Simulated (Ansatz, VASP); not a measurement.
# SiGe3: VASP beside Ansatz

```
Si Ge
1.0
     4.15689    0.00000    0.00000
     0.00000    4.15689    0.00000
     0.00000    0.00000    5.39869
Si Ge
1 3
Direct
  0.00000 0.00000 0.00000
  0.00000 0.50000 0.24391
  0.50000 0.50000 0.50000
  0.50000 0.00000 0.75609
```

Change from the starting cell: epitaxial_xy strain +4.7%.

Alike in both runs: task single point; functional r2SCAN; k mesh 6 × 6 × 6; occupations fermi-dirac, width 0.02 eV; no spin polarisation.

|  | VASP | Ansatz |
| --- | --- | --- |
| version | VASP 6.6.1 | Ansatz 0.2.0 |
| potentials or method | VASP PAW PBE potentials, release 64 (Si, Ge_d) | plane waves, PAW |
| plane-wave cutoff (eV) | 520 | 500 |
| valence electrons in the cell | 46 | 46 |

VASP gave:

```
pressure (GPa)                                                : -3.9
traceless stress, the component that is largest in VASP (GPa) : 3.98
```

Estimate Ansatz's values.

pressure (GPa): -3.9; traceless stress, the component that is largest in VASP (GPa): 4.00.

VASP's potentials were made for PBE, not for r2SCAN.
